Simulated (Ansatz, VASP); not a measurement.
## GaN in VASP and in Ansatz

```xyz
2
Lattice="0.0000 2.2535 2.2535 2.2535 0.0000 2.2535 2.2535 2.2535 0.0000" Properties=species:S:1:pos:R:3 pbc="T T T"
Ga    0.0000    0.0000    0.0000
N     3.3803    3.4803    3.3803
```

Alike in both runs: task single point; functional PBE; k mesh 8 × 8 × 8; no spin polarisation.

```csv
,VASP,Ansatz
version,VASP 6.6.1,Ansatz 0.2.0
potentials or method,"VASP PAW PBE potentials, release 64 (Ga_d, N)","plane waves, PAW"
plane-wave cutoff (eV),520,420
occupations,"gaussian, width 0.01 eV",fixed
valence electrons in the cell,18,18
```

|  | VASP | Ansatz | Ansatz less VASP |
| --- | --- | --- | --- |
| rms of the force components (eV/Å) | 0.698 | 0.708 | +0.0102 |

Atom by atom the forces differ by 0.010 eV/Å (rms over components).
